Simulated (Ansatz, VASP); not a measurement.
**Two plane-wave programs on Sc**

```
Sc
1.0
     3.30880    0.00000    0.00000
    -1.65440    2.86550    0.00000
     0.00000    0.00000    5.32068
Sc
2
Direct
  0.33333 0.66667 0.25000
  0.66667 0.33333 0.75000
```

Change from the starting cell: strain +0.0100 x Voigt [0, 0, 1, 0, 0, 0], atoms carried along.

Alike in both runs: task single point; functional PBE; k mesh 18 × 18 × 10; occupations gaussian, width 0.15 eV; no spin polarisation.

|  | VASP | Ansatz |
| --- | --- | --- |
| version | VASP 6.6.1 | Ansatz 0.2.0 |
| potentials or method | VASP PAW PBE potentials, release 64 (Sc_sv), cutoff 520 eV | scalar-relativistic, plane waves, PAW |
| valence electrons in the cell | 22 | 22 |

```tsv
	VASP	Ansatz	Ansatz less VASP
gap on the k mesh at the Fermi level (eV)	none	none	-
pressure (GPa)	-1.0	-1.1	-0.05
traceless stress, the component that is largest in VASP (GPa)	-1.45	-1.45	0.000
```

A gap of «none» marks a metal or a gap that the smearing closes. The functional is the same, so the differences come from potentials, cutoffs and numerics.
